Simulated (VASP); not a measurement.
Write the native input for VASP 6.6.1 that does the following.

```yaml
Task: single point
Functional: PBEsol
Potentials_or_basis: VASP PAW PBE potentials, release 64 (Co, O)
Cutoff: 520 eV
k_mesh: 11 × 11 × 11
Occupations: fermi-dirac, width 0.05 eV
Spin: no spin polarisation
Dipole_correction: no
Further_INCAR_settings: ALGO = Normal; EDIFF = 1e-06; NBANDS = 14
```

The structure of CoO lies in POSCAR:

```
CoO
1.0
    0.0000000000      2.1315000000      2.1315000000
    2.1315000000      0.0000000000      2.1315000000
    2.1315000000      2.1315000000      0.0000000000
Co O
1 1
Direct
    0.0000000000      0.0000000000      0.0000000000
    0.5000000000      0.5000000000      0.5000000000
```

One way to write it, as run:

INCAR

```
ALGO = Normal
EDIFF = 1E-6
ENCUT = 520
GGA = PS
ISIF = 2
ISMEAR = -1
LASPH = T
LCHARG = T
LELF = T
LREAL = F
LVHAR = T
LWAVE = F
NBANDS = 14
NELM = 100
PREC = Accurate
SIGMA = 0.05
```

KPOINTS

```
k-points
0
Gamma
  11 11 11
```

Potentials or basis: VASP PAW PBE potentials, release 64 (Co, O).

Launch:

```console
$ cat potpaw_PBE.64/Co/POTCAR potpaw_PBE.64/O/POTCAR > POTCAR
$ mpirun -np 1 vasp_std > vasp.out
```

Results of the run:

The pressure is -28.4 GPa and the band gap on the k mesh is zero (an odd number of electrons rules out a gap without spin polarisation).

Caveat: the cell stands under tension; the PAW data sets were made with another functional, which shifts forces and pressure a little; an odd number of electrons without spin polarisation forces a metal; a magnetic or distorted state may lie lower; the run has no spin polarisation, though such a crystal can be magnetic; semilocal functionals often make such compounds metallic where correlation or magnetic order opens a gap, which also shifts bond lengths.

Wall time 12 s on 1 thread of Intel Xeon 8259CL, on a shared host, peak memory 0.15 GiB.
